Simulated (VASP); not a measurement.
# C (Imma) in VASP: electric field gradients with PBE

Aim: the electric field gradients of C with PBE.

Everything below comes from runs of VASP 6.6.1. Logs are shortened: lines on timing, memory, paths and dates and some standing lists are left out, and cuts for length are marked.

## (1) The cell of the first run

It takes space group Imma (No. 74, orthorhombic). The conventional cell has a = 2.522 Å, b = 2.522 Å, c = 3.567 Å, α = 90.00°, β = 90.00°, γ = 90.00°. Within 1.9 Å of C (site symmetry mm2) lie 4 C at 1.44 to 1.67 Å.

## (2) Electric field gradients, PBE (atom 2 (C) moved by [0.2, 0.0, 0.0] A)

INCAR

```
SYSTEM = C
PREC = Accurate
ENCUT = 520
EDIFF = 1E-8
ISMEAR = -1
SIGMA = 0.03
LREAL = .FALSE.
LASPH = .TRUE.
NELM = 80
ALGO = Normal
ISIF = 2
LWAVE = .FALSE.
LCHARG = .FALSE.
GGA = PE
LEFG = .TRUE.
NBANDS = 11
```

KPOINTS

```
regular mesh
0
G
  16 16 16
  0 0 0
```

POSCAR

```
C
1.0
    0.0000000000      1.7834000000      1.7834000000
    1.7834000000      0.0000000000      1.7834000000
    1.7834000000      1.7834000000      0.0000000000
C
2
Direct
    0.5000000000      0.5000000000      0.5000000000
    0.6939273298      0.8060726702      0.8060726702
```

Potentials or basis: VASP PAW PBE potentials, release 64 (C).

Command:

```bash
$ cat potpaw_PBE.64/C/POTCAR > POTCAR
$ mpirun -np 1 vasp_std > vasp.out
```

OUTCAR:

```text
SYSTEM = C
   PREC = Accurate
   ENCUT = 520
   EDIFF = 1E-8
   ISMEAR = -1
   LREAL = .FALSE.
   LASPH = .TRUE.
   NELM = 80
   ISIF = 2
   GGA = PE

 ion  position               nearest neighbor table
   1  0.500  0.500  0.500-   2 1.44   2 1.44   2 1.67   2 1.67
   2  0.694  0.806  0.806-   1 1.44   1 1.44   1 1.67   1 1.67

  LATTYP: Found a face centered cubic cell.
 ALAT       =     3.5668000000

  Lattice vectors:

 A1 = (   0.0000000000,   1.7834000000,   1.7834000000)
 A2 = (   1.7834000000,   0.0000000000,   1.7834000000)
 A3 = (   1.7834000000,   1.7834000000,   0.0000000000)

Analysis of symmetry for initial positions (statically):
=====================================================================
 Subroutine PRICEL returns:
 Original cell was already a primitive cell.

 Routine SETGRP: Setting up the symmetry group for a
 face centered cubic supercell.

 Subroutine GETGRP returns: Found  8 space group operations
 (whereof  4 operations were pure point group operations)
 out of a pool of 48 trial point group operations.

The static configuration has the point symmetry C_2v.
 The point group associated with its full space group is D_2h.

Analysis of symmetry for dynamics (positions and initial velocities):
=====================================================================
 Subroutine PRICEL returns:
 Original cell was already a primitive cell.

 Routine SETGRP: Setting up the symmetry group for a
 face centered cubic supercell.

 Subroutine GETGRP returns: Found  8 space group operations
 (whereof  4 operations were pure point group operations)
 out of a pool of 48 trial point group operations.

The dynamic configuration has the point symmetry C_2v.
 The point group associated with its full space group is D_2h.

 Subroutine INISYM returns: Found  8 space group operations
 (whereof  4 operations are pure point group operations),
 and found     1 'primitive' translations

----------------------------------------------------------------------------------------

                                     Primitive cell

  volume of cell :      11.3443

  direct lattice vectors                    reciprocal lattice vectors
     0.000000000  1.783400000  1.783400000    -0.280363351  0.280363351  0.280363351
     1.783400000  0.000000000  1.783400000     0.280363351 -0.280363351  0.280363351
     1.783400000  1.783400000  0.000000000     0.280363351  0.280363351 -0.280363351

[... 127 lines left out ...]

  energy without entropy =      -17.47439882  energy(sigma->0) =      -17.47440598

 E-fermi :  12.7992     XC(G=0): -13.2581

 val. band max:       12.7560262986   @ k =   0.0000   0.0000   0.0000
 cond. band min:      12.8424287049   @ k =   0.0000   0.0000   0.0000
 fundamental gap:      0.0864024063
 Fermi energy:        12.7992231796

 k-point     1 :       0.0000    0.0000    0.0000
  band No.  band energies     occupation
      1     -11.8225      2.00000
      2       6.6830      2.00000
      3      10.2729      2.00000
      4      12.7560      1.61688
      5      12.8424      0.38303
      6      14.6263      0.00000
      7      18.2535      0.00000
      8      22.8948      0.00000
      9      28.6868      0.00000
     10      35.1439      0.00000
     11      36.1712      0.00000
[... 309 lines left out ...]
 k-point    24 :       0.1875    0.0625    0.0000
  band No.  band energies     occupation
      1     -10.9658      2.00000
      2       5.9703      2.00000
      3       6.5662      2.00000
      4       9.7178      2.00000
      5      14.4688      0.00000
      6      17.4549      0.00000
      7      19.4426      0.00000
      8      23.0775      0.00000
      9      30.1212      0.00000
     10      31.2469      0.00000
     11      35.1106      0.00000

 [... further k-points ...]
[... 5 lines left out ...]
  --------------------------------------------------------------------------------------
  -------------------------------------------------------------------------------------
  Total        0.7323835      1.3212489      1.3212489      0.0000000     -0.6177176      0.0000000
  in kB      103.4362723    186.6031412    186.6031412      0.0000000    -87.2417322      0.0000000
  external PRESSURE =     158.8808516 kB  Pullay stress =       0.0000000 kB

 VOLUME and BASIS-vectors are now :
 -----------------------------------------------------------------------------
  energy-cutoff  :      520.00
  volume of cell :       11.34
      direct lattice vectors                 reciprocal lattice vectors
     0.000000000  1.783400000  1.783400000    -0.280363351  0.280363351  0.280363351
     1.783400000  0.000000000  1.783400000     0.280363351 -0.280363351  0.280363351
     1.783400000  1.783400000  0.000000000     0.280363351  0.280363351 -0.280363351

 POSITION                                       TOTAL-FORCE (eV/Angst)
 -----------------------------------------------------------------------------------
      1.78340      1.78340      1.78340         6.762464      0.000000      0.000000
      2.87510      2.67510      2.67510        -6.762464      0.000000      0.000000
 -----------------------------------------------------------------------------------
    total drift:                               -0.000006     -0.000000     -0.000000

  FREE ENERGIE OF THE ION-ELECTRON SYSTEM (eV)
  ---------------------------------------------------
  free  energy   TOTEN  =       -17.4744131444 eV

  energy  without entropy=      -17.4743988222  energy(sigma->0) =      -17.47440598

 Electric field gradients (V/A^2)
---------------------------------------------------------------------
 ion       V_xx      V_yy      V_zz      V_xy      V_xz      V_yz
---------------------------------------------------------------------
   1       3.014    -1.507    -1.507    -0.000    -0.000    10.283
   2       3.014    -1.507    -1.507     0.000     0.000    10.283
---------------------------------------------------------------------

 Electric field gradients after diagonalization (V/A^2)
 (convention: |V_zz| > |V_xx| > |V_yy|)
----------------------------------------------------------------------
 ion       V_xx      V_yy      V_zz     asymmetry (V_yy - V_xx)/ V_zz
----------------------------------------------------------------------
   1       8.776     3.014   -11.790       0.489
   2       8.776     3.014   -11.790       0.489
----------------------------------------------------------------------

           NMR quadrupolar parameters

 Cq : quadrupolar parameter    Cq=e*Q*V_zz/h
 eta: asymmetry parameters     (V_yy - V_xx)/ V_zz
 Q  : nuclear electric quadrupole moment in mb (millibarn)
----------------------------------------------------------------------
 ion       Cq(MHz)       eta       Q (mb)
----------------------------------------------------------------------
   1      -0.029       0.489       1.000
   2      -0.029       0.489       1.000
----------------------------------------------------------------------
```

OSZICAR:

```text
N       E                     dE             d eps       ncg     rms          rms(c)
DAV:   1     0.178519506585E+01    0.17852E+01   -0.47738E+03 14364   0.697E+02
DAV:   2    -0.177886361317E+02   -0.19574E+02   -0.18910E+02 17468   0.129E+02
DAV:   3    -0.181582843993E+02   -0.36965E+00   -0.36890E+00 16010   0.135E+01
DAV:   4    -0.181588696382E+02   -0.58524E-03   -0.58523E-03 14728   0.677E-01
DAV:   5    -0.181588703634E+02   -0.72520E-06   -0.72522E-06 15640   0.219E-02    0.573E+00
DAV:   6    -0.176436811510E+02    0.51519E+00   -0.27954E-01 14041   0.379E+00    0.341E+00
DAV:   7    -0.174725235356E+02    0.17116E+00   -0.33869E-01 14833   0.422E+00    0.805E-01
DAV:   8    -0.174743560023E+02   -0.18325E-02   -0.92777E-03 14436   0.739E-01    0.461E-02
DAV:   9    -0.174743903467E+02   -0.34344E-04   -0.48509E-05 16198   0.582E-02    0.283E-02
DAV:  10    -0.174744131111E+02   -0.22764E-04   -0.16588E-05 14609   0.355E-02    0.599E-03
DAV:  11    -0.174744131458E+02   -0.34719E-07   -0.48697E-07 16397   0.619E-03    0.867E-04
DAV:  12    -0.174744131444E+02    0.13836E-08   -0.34425E-08 14871   0.161E-03
   1 F= -.17474413E+02 E0= -.17474406E+02  d E =-.143223E-04
```

Run time: 38 s. Hardware: 1 thread of Intel Xeon Platinum 8488C (Sapphire Rapids), shared host; peak memory 0.17 GiB.

Results:

| Item | Value |
| --- | --- |
| Free energy | -17.4744 eV |
| Pressure | 15.9 GPa |
| Largest force | 6.762 eV/Å |
| Band gap on the k mesh | 0.09 eV |
| Largest electric field gradient by atom | C -11.8 V/Å² |

Forces in eV/Å, atoms in the order of the input:
```
C    6.762  0.000  0.000
C   -6.762  0.000  0.000
```

Levels at points of the mesh, in eV from the valence-band top:
```csv
k point,band 2,band 3,band 4,band 5,band 6,band 7
"(0.00, 0.00, 0.00)",-6.07,-2.48,0.00,0.09,1.87,5.50
"(0.50, 0.00, 0.00)",-15.72,-7.89,-4.09,1.99,5.94,7.90
"(0.00, 0.50, 0.00)",-17.27,-6.77,-4.22,3.26,4.91,9.35
"(0.50, 0.50, 0.00)",-16.09,-9.02,-9.02,0.98,0.98,14.82
"(0.00, 0.50, 0.50)",-15.05,-10.56,-8.64,0.84,2.69,12.26
```

Electric field gradients, principal values (V/Å²):
```tsv
atom	least	middle	greatest (by size)
1 C	3.014	8.776	-11.790
2 C	3.014	8.776	-11.790
```

Caveat: the cell differs from its parent crystal (atom 2 (C) moved by [0.2, 0.0, 0.0] A); the cell stands under pressure; without QUAD_EFG the Cq values of the log hold for a quadrupole moment of 1 mb, not for the nuclei; forces of over 1 eV/Å act on the atoms, so gaps and moduli don't describe the material at rest.
